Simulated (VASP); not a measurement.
# ZnS (rocksalt type) (Fm-3m) in VASP: notebook

Runs on ZnS (rocksalt type). Level: PBE. Tasks: relaxation of cell and atoms.

Program: VASP 6.6.1. These are calculated values, not measurements. Logs are shortened: lines on timing, memory, paths and dates and some standing lists are left out, and cuts for length are marked.

### 1 The cell of the first run

The structure is cubic, space group Fm-3m (No. 225). Conventional cell: a = 4.698 Å, b = 4.698 Å, c = 4.698 Å, α = 90.00°, β = 90.00°, γ = 90.00°. Within 3.1 Å of Zn (site symmetry m-3m) lie 6 S at 2.35 Å. S (site symmetry m-3m) has 6 Zn at 2.35 Å within 3.1 Å.

### 2 Relaxation of cell and atoms, PBE, target pressure 37 GPa, at which the enthalpy is minimised

INCAR

```
ALGO = Normal
EDIFF = 1E-6
EDIFFG = -0.005
ENCUT = 600
GGA = PE
IBRION = 2
ISIF = 3
ISMEAR = -1
LASPH = True
LCHARG = False
LREAL = False
LWAVE = False
NELM = 80
NSW = 60
PREC = Accurate
PSTRESS = 370.0
SIGMA = 0.1
```

KPOINTS

```
k-points
0
Gamma
  15 15 15
```

POSCAR

```
ZnS
1.0
    0.0000000000      2.3489954915      2.3489954915
    2.3489954915      0.0000000000      2.3489954915
    2.3489954915      2.3489954915      0.0000000000
Zn S
1 1
Direct
    0.0000000000      0.0000000000      0.0000000000
    0.5000000000      0.5000000000      0.5000000000
```

Potentials or basis: VASP PAW PBE potentials, release 64 (Zn, S).

Started as:

```sh
$ cat potpaw_PBE.64/Zn/POTCAR potpaw_PBE.64/S/POTCAR > POTCAR
$ mpirun -np 1 vasp_std > vasp.out
```

OUTCAR:

```text
EDIFF = 1E-6
   EDIFFG = -0.005
   ENCUT = 600
   GGA = PE
   IBRION = 2
   ISIF = 3
   ISMEAR = -1
   LASPH = True
   LREAL = False
   NELM = 80
   NSW = 60
   PREC = Accurate
   PSTRESS = 370.0

 ion  position               nearest neighbor table
   1  0.000  0.000  0.000-   2 2.35   2 2.35   2 2.35   2 2.35   2 2.35   2 2.35
   2  0.500  0.500  0.500-   1 2.35   1 2.35   1 2.35   1 2.35   1 2.35   1 2.35

  LATTYP: Found a face centered cubic cell.
 ALAT       =     4.6979909830

  Lattice vectors:

 A1 = (   0.0000000000,   2.3489954915,   2.3489954915)
 A2 = (   2.3489954915,   0.0000000000,   2.3489954915)
 A3 = (   2.3489954915,   2.3489954915,   0.0000000000)

Analysis of symmetry for initial positions (statically):
=====================================================================
 Subroutine PRICEL returns:
 Original cell was already a primitive cell.

 Routine SETGRP: Setting up the symmetry group for a
 face centered cubic supercell.

 Subroutine GETGRP returns: Found 48 space group operations
 (whereof 48 operations were pure point group operations)
 out of a pool of 48 trial point group operations.

The static configuration has the point symmetry O_h .

Analysis of symmetry for dynamics (positions and initial velocities):
=====================================================================
 Subroutine PRICEL returns:
 Original cell was already a primitive cell.

 Routine SETGRP: Setting up the symmetry group for a
 face centered cubic supercell.

 Subroutine GETGRP returns: Found 48 space group operations
 (whereof 48 operations were pure point group operations)
 out of a pool of 48 trial point group operations.

The dynamic configuration has the point symmetry O_h .

 Subroutine INISYM returns: Found 48 space group operations
 (whereof 48 operations are pure point group operations),
 and found     1 'primitive' translations

----------------------------------------------------------------------------------------

                                     Primitive cell

  volume of cell :      25.9225

  direct lattice vectors                    reciprocal lattice vectors
     0.000000000  2.348995492  2.348995492    -0.212856943  0.212856943  0.212856943
     2.348995492  0.000000000  2.348995492     0.212856943 -0.212856943  0.212856943
     2.348995492  2.348995492  0.000000000     0.212856943  0.212856943 -0.212856943

  length of vectors
     3.321981282  3.321981282  3.321981282     0.368679040  0.368679040  0.368679040

  position of ions in fractional coordinates (direct lattice)
     0.000000000  0.000000000  0.000000000
     0.500000000  0.500000000  0.500000000

  ion indices of the primitive-cell ions
   primitive index   ion index
                 1           1
                 2           2

----------------------------------------------------------------------------------------

 KPOINTS: k-points

Automatic generation of k-mesh.
 Grid dimensions read from file:
 generate k-points for:   15   15   15

 Generating k-lattice:

  Cartesian coordinates                     Fractional coordinates (reciprocal lattice)
    -0.014190463  0.014190463  0.014190463     0.066666667  0.000000000  0.000000000
     0.014190463 -0.014190463  0.014190463     0.000000000  0.066666667  0.000000000
     0.014190463  0.014190463 -0.014190463     0.000000000  0.000000000  0.066666667

  Length of vectors
     0.024578603  0.024578603  0.024578603

  Shift w.r.t. Gamma in fractional coordinates (k-lattice)
     0.000000000  0.000000000  0.000000000

 Subroutine IBZKPT returns following result:
 ===========================================

 Found    120 irreducible k-points:

 Following reciprocal coordinates:
            Coordinates               Weight
  0.000000  0.000000  0.000000      1.000000
  0.066667  0.000000  0.000000      8.000000
  0.133333  0.000000  0.000000      8.000000
  0.200000  0.000000  0.000000      8.000000
  0.266667  0.000000  0.000000      8.000000
  0.333333  0.000000  0.000000      8.000000
[... 16 lines left out ...]
  0.133333  0.133333  0.000000      6.000000
  0.200000  0.133333  0.000000     24.000000
 [... further k-points ...]
   k-points           NKPTS =    120   k-points in BZ     NKDIM =    120   number of bands    NBANDS=     13
   number of dos      NEDOS =    301   number of ions     NIONS =      2
   total plane-waves  NPLWV =  21952
   dimension x,y,z NGX =    28 NGY =   28 NGZ =   28
   dimension x,y,z NGXF=    56 NGYF=   56 NGZF=   56
   ions per type =               1   1
   NGX,Y,Z   is equivalent  to a cutoff of  14.01, 14.01, 14.01 a.u.
   NGXF,Y,Z  is equivalent  to a cutoff of  28.02, 28.02, 28.02 a.u.
 SYSTEM =  unknown system
   PREC   = accura    normal or accurate (medium, high low for compatibility)
   ISTART =      0    job   : 0-new  1-cont  2-samecut
   ICHARG =      2    charge: 1-file 2-atom 10-const
   ISPIN  =      1    spin polarized calculation?
   LNONCOLLINEAR =      F non collinear calculations
   LSORBIT =      F    spin-orbit coupling
   LASPH  =      T    aspherical Exc in radial PAW
   ENCUT  =  600.0 eV  44.10 Ry    6.64 a.u.   6.63  6.63  6.63*2*pi/ulx,y,z
   NELM   =     80;   NELMIN=  2; NELMDL= -5     # of ELM steps
   EDIFF  = 0.1E-05   stopping-criterion for ELM
   LREAL  =      F    real-space projection
   EDIFFG = -.5E-02   stopping-criterion for IOM
   NSW    =     60    number of steps for IOM
   IBRION =      2    ionic relax: 0-MD 1-quasi-New 2-CG
   NFREE  =      1    steps in history (QN), initial steepest desc. (CG)
   ISIF   =      3    stress and relaxation
   ISYM   =      2    0-nonsym 1-usesym 2-fastsym
   POTIM  = 0.5000    time-step for ionic-motion
   TEBEG  =    0.0;   TEEND  =   0.0 temperature during run
   PSTRESS=  370.0 pullay stress
   NELECT =      18.0000    total number of electrons
   NUPDOWN=      -1.0000    fix difference up-down
   EMIN   =  10.00;   EMAX   =-10.00  energy-range for DOS
   EFERMI =   0.00;   METHOD = LEGACY
   ISMEAR =    -1;   SIGMA  =   0.10  broadening in eV -4-tet -1-fermi 0-gaus
   EFERMI_NEDOS =   21; number of points for ismear=-14 and -15
   IALGO  =     38    algorithm
   IMIX   =      4    mixing-type and parameters
     AMIX     =   0.40;   BMIX     =  1.00
     AMIX_MAG =   1.60;   BMIX_MAG =  1.00
  volume/ion in A,a.u.               =      12.96        87.47
  Fermi-wavevector in a.u.,A,eV,Ry     =   1.449684  2.739506 28.593800  2.101585
  Thomas-Fermi vector in A             =   2.567383
   LORBIT       =      0    0 simple, 1 ext, 2 COOP (PROOUT), +10 PAW based schemes
   GGA     = PE    functional components
   LHFCALC =     F    Hartree Fock is set to
   AEXX    =    0.0000 exact exchange contribution
   IVDW    =     0    specifies the selected vdW correction
   LEPSILON=     F    determine dielectric tensor
   LRPA    =     F    only Hartree local field effects (RPA)
 conjugate gradient relaxation of ions
 non-spin polarized calculation
  energy-cutoff  :      600.00
  volume of cell :       25.92
 maximum number of plane-waves:       893
   NGX = 13   NGY = 13   NGZ = 13

--------------------------------------- Ionic step        1  -------------------------------------------

 number of electron      17.9999990 magnetization

 Free energy of the ion-electron system (eV)
  ---------------------------------------------------
  ext. energy  EPLUGINS =         0.00000000
  ---------------------------------------------------
  free energy    TOTEN  =        -5.52464664 eV

  energy without entropy =       -5.51635853  energy(sigma->0) =       -5.52050258

------------------------ aborting loop because EDIFF is reached ----------------------------------------

  FORCE on cell =-STRESS in cart. coord.  units (eV):
  Direction    XX          YY          ZZ          XY          YZ          ZX
  --------------------------------------------------------------------------------------
  -------------------------------------------------------------------------------------
  Total        6.1249058      6.1249058      6.1249058      0.0000000      0.0000000      0.0000000
  in kB      378.5588886    378.5588886    378.5588886      0.0000000      0.0000000      0.0000000
  external PRESSURE =       8.5588886 kB  Pullay stress =     370.0000000 kB
[... 137 lines left out ...]
  enthalpy is  TOTEN    =         0.4615438862 eV   P V=        6.0070242238

--------------------------------------- Ionic step        5  -------------------------------------------

 number of electron      17.9999991 magnetization

 Free energy of the ion-electron system (eV)
  ---------------------------------------------------
  ext. energy  EPLUGINS =         0.00000000
  ---------------------------------------------------
  free energy    TOTEN  =        -5.54633026 eV

  energy without entropy =       -5.53804772  energy(sigma->0) =       -5.54218899

 E-fermi :   6.8760     XC(G=0): -12.0392

 val. band max:        6.8597755221   @ k =   0.4000   0.4000   0.0000
 cond. band min:       6.9010155865   @ k =   0.4667   0.4000   0.0000
 fundamental gap:      0.0412400643
 Fermi energy:         6.8760173493

 k-point     1 :       0.0000    0.0000    0.0000
  band No.  band energies     occupation
      1      -9.3238      2.00000
      2      -0.3511      2.00000
      3      -0.3511      2.00000
      4      -0.3317      2.00000
      5      -0.3317      2.00000
      6      -0.3317      2.00000
      7       5.7751      1.99997
      8       5.7751      1.99997
      9       5.7751      1.99997
     10      10.5632      0.00000
     11      15.6019      0.00000
     12      15.6019      0.00000
     13      15.6019      0.00000
[... 353 lines left out ...]
 k-point    24 :       0.2000    0.1333    0.0000
  band No.  band energies     occupation
      1      -8.7015      2.00000
      2      -0.7321      2.00000
      3      -0.4219      2.00000
      4      -0.3797      2.00000
      5      -0.2778      2.00000
      6      -0.2403      2.00000
      7       3.9759      2.00000
      8       5.1649      2.00000
      9       5.4938      2.00000
     10      12.2982      0.00000
     11      13.7227      0.00000
     12      14.0316      0.00000
     13      16.0783      0.00000

 [... further k-points ...]

------------------------ aborting loop because EDIFF is reached ----------------------------------------

  FORCE on cell =-STRESS in cart. coord.  units (eV):
  Direction    XX          YY          ZZ          XY          YZ          ZX
  --------------------------------------------------------------------------------------
  -------------------------------------------------------------------------------------
  Total        6.0061011      6.0061011      6.0061011      0.0000000      0.0000000     -0.0000000
  in kB      369.8908370    369.8908370    369.8908370      0.0000000      0.0000000     -0.0000000
  external PRESSURE =      -0.1091630 kB  Pullay stress =     370.0000000 kB
[... 17 lines left out ...]
  FREE ENERGIE OF THE ION-ELECTRON SYSTEM (eV)
  ---------------------------------------------------
  free  energy   TOTEN  =        -5.5463302637 eV

  energy  without entropy=       -5.5380477176  energy(sigma->0) =       -5.54218899

  enthalpy is  TOTEN    =         0.4615433961 eV   P V=        6.0078736597

 reached required accuracy - stopping structural energy minimisation
```

Run time: 87 s. Hardware: 1 thread of AMD EPYC 9R45 (Zen 5), shared host; peak memory 0.16 GiB.

What came out:

```
Free energy                                                : -5.5463 eV
Relaxed volume                                             : 13.01 Å³/atom
Relaxed cell                                               : a = 3.326 Å, b = 3.326 Å, c = 3.326 Å, α = 60.00°, β = 60.00°, γ = 60.00°
Space group after relaxing (to 0.1 Å)                      : Fm-3m (No. 225)
Energy change on relaxing (the run minimises the enthalpy) : -10.8 meV/atom
Ionic steps                                                : 5
Pressure after relaxing                                    : 37.0 GPa
Band gap on the k mesh                                     : zero (bands 9 and 10 overlap by 0.34 eV)
```

Step by step:
```csv
step,energy change (eV),largest force (eV/Å),pressure (GPa),volume (Å³)
1,0.0000,0.0000,37.86,25.92
2,-0.0596,0.0000,35.41,26.18
3,-0.0224,0.0000,36.94,26.02
4,-0.0208,0.0000,37.08,26.01
5,-0.0217,0.0000,36.99,26.02
```

Final structure:
```
CELL_PARAMETERS angstrom
0.00000 2.35180 2.35180
2.35180 0.00000 2.35180
2.35180 2.35180 0.00000
ATOMIC_POSITIONS crystal
Zn 0.00000 0.00000 0.00000
S 0.50000 0.50000 0.50000
```

Caveat: the cell is relaxed towards a set pressure, so the run minimises the enthalpy, not the energy; semilocal functionals underestimate gaps, so a narrow gap can read as zero.

### 3 Relaxation of cell and atoms, PBE, target pressure 37 GPa, at which the enthalpy is minimised

INCAR

```
SYSTEM = ZnS
PREC = Accurate ; ENCUT = 600
EDIFF = 1E-6 ; ISMEAR = -1
SIGMA = 0.1 ; LREAL = .False.
LASPH = .True. ; NELM = 100
ALGO = Normal ; ISIF = 3
LWAVE = .False. ; LCHARG = .False.
GGA = PE ; IBRION = 2
NSW = 32 ; EDIFFG = -0.005
PSTRESS = 370.0
```

KPOINTS

```
regular mesh
0
Gamma
  15 15 15
  0 0 0
```

POSCAR

```
ZnS
1.0
    0.0000000000      2.3501394889      2.3501394889
    2.3501394889      0.0000000000      2.3501394889
    2.3501394889      2.3501394889      0.0000000000
Zn S
1 1
Direct
    0.0000000000      0.0000000000      0.0000000000
    0.5000000000      0.5000000000      0.5000000000
```

Potentials or basis: VASP PAW PBE potentials, release 64 (Zn, S).

Started as:

```sh
$ cat potpaw_PBE.64/Zn/POTCAR potpaw_PBE.64/S/POTCAR > POTCAR
$ mpirun -np 1 vasp_std > vasp.out
```

OUTCAR:

```text
SYSTEM = ZnS
   PREC = Accurate
   ENCUT = 600
   EDIFF = 1E-6
   ISMEAR = -1
   LREAL = .False.
   LASPH = .True.
   NELM = 100
   ISIF = 3
   GGA = PE
   IBRION = 2
   NSW = 32
   EDIFFG = -0.005
   PSTRESS = 370.0

 ion  position               nearest neighbor table
   1  0.000  0.000  0.000-   2 2.35   2 2.35   2 2.35   2 2.35   2 2.35   2 2.35
   2  0.500  0.500  0.500-   1 2.35   1 2.35   1 2.35   1 2.35   1 2.35   1 2.35

  LATTYP: Found a face centered cubic cell.
 ALAT       =     4.7002789778

  Lattice vectors:

 A1 = (   0.0000000000,   2.3501394889,   2.3501394889)
 A2 = (   2.3501394889,   0.0000000000,   2.3501394889)
 A3 = (   2.3501394889,   2.3501394889,   0.0000000000)

Analysis of symmetry for initial positions (statically):
=====================================================================
 Subroutine PRICEL returns:
 Original cell was already a primitive cell.
[... 267 lines left out ...]
      3      -0.3496      2.00000
      4      -0.3301      2.00000
      5      -0.3301      2.00000
      6      -0.3301      2.00000
      7       5.7766      1.99997
      8       5.7766      1.99997
      9       5.7766      1.99997
     10      10.5660      0.00000
     11      15.6034      0.00000
     12      15.6034      0.00000
     13      15.6034      0.00000
[... 354 lines left out ...]
  band No.  band energies     occupation
      1      -8.7010      2.00000
      2      -0.7307      2.00000
      3      -0.4204      2.00000
      4      -0.3782      2.00000
      5      -0.2762      2.00000
      6      -0.2388      2.00000
      7       3.9774      2.00000
      8       5.1663      2.00000
      9       5.4954      2.00000
     10      12.3005      0.00000
     11      13.7242      0.00000
     12      14.0335      0.00000
     13      16.0800      0.00000

 [... further k-points ...]

------------------------ aborting loop because EDIFF is reached ----------------------------------------

  FORCE on cell =-STRESS in cart. coord.  units (eV):
  Direction    XX          YY          ZZ          XY          YZ          ZX
  --------------------------------------------------------------------------------------
  -------------------------------------------------------------------------------------
  Total        6.0072956      6.0072956      6.0072956     -0.0000000      0.0000000     -0.0000000
  in kB      370.0082204    370.0082204    370.0082204     -0.0000000      0.0000000     -0.0000000
  external PRESSURE =       0.0082204 kB  Pullay stress =     370.0000000 kB
[... 21 lines left out ...]
  energy  without entropy=       -5.5373452024  energy(sigma->0) =       -5.54148836

  enthalpy is  TOTEN    =         0.4615305636 eV   P V=        6.0071620870

 reached required accuracy - stopping structural energy minimisation
```

OSZICAR:

```text
N       E                     dE             d eps       ncg     rms          rms(c)
DAV:   1     0.945179723376E+02    0.94518E+02   -0.10506E+04  3136   0.211E+03
DAV:   2    -0.288623777242E+00   -0.94807E+02   -0.90303E+02  3335   0.321E+02
DAV:   3    -0.594296790637E+01   -0.56543E+01   -0.55845E+01  3925   0.753E+01
[... 21 lines left out ...]
DAV:   2    -0.554602680690E+01    0.25304E-02   -0.82547E-03  3735   0.334E+00    0.179E-01
DAV:   3    -0.554571107589E+01    0.31573E-03   -0.32060E-04  3325   0.212E-01    0.752E-02
DAV:   4    -0.554564040802E+01    0.70668E-04   -0.46370E-05  3984   0.122E-01    0.402E-02
DAV:   5    -0.554563156716E+01    0.88409E-05   -0.11019E-05  4923   0.886E-02    0.531E-03
DAV:   6    -0.554563152346E+01    0.43701E-07   -0.28493E-06  2588   0.209E-02
   3 F= 0.46153056E+00 E0= 0.46567372E+00  d E =-.817895E-04
```

Wall time 66 s (1 thread of AMD EPYC 9R45 (Zen 5), shared host); peak memory 0.17 GiB.

Results:

| Property | Result |
| --- | --- |
| Free energy | -5.5456 eV |
| Relaxed volume | 13.01 Å³/atom |
| Relaxed cell | a = 3.326 Å, b = 3.326 Å, c = 3.326 Å, α = 60.00°, β = 60.00°, γ = 60.00° |
| Space group after relaxing (to 0.1 Å) | Fm-3m (No. 225) |
| Energy change on relaxing (the run minimises the enthalpy) | -6.0 meV/atom |
| Ionic steps | 3 |
| Pressure after relaxing | 37.0 GPa |
| Band gap on the k mesh | zero (bands 9 and 10 overlap by 0.34 eV) |

Step by step:
```csv
step,energy change (eV),largest force (eV/Å),pressure (GPa),volume (Å³)
1,0.0000,0.0000,37.51,25.96
2,-0.0360,0.0000,36.15,26.12
3,-0.0121,0.0000,37.00,26.01
```

Final structure:
```xyz
2
Lattice="0.0000 2.3517 2.3517 2.3517 0.0000 2.3517 2.3517 2.3517 0.0000" Properties=species:S:1:pos:R:3 pbc="T T T"
Zn    0.0000    0.0000    0.0000
S     2.3517    2.3517    2.3517
```

Levels at points of the mesh, in eV from the Fermi level:
```
           k point  band 7  band 8  band 9  band 10  band 11  band 12
(0.00, 0.00, 0.00)   -1.10   -1.10   -1.10     3.69     8.73     8.73
```

Caveat: the cell is relaxed towards a set pressure, so the run minimises the enthalpy, not the energy; semilocal functionals underestimate gaps, so a narrow gap can read as zero.
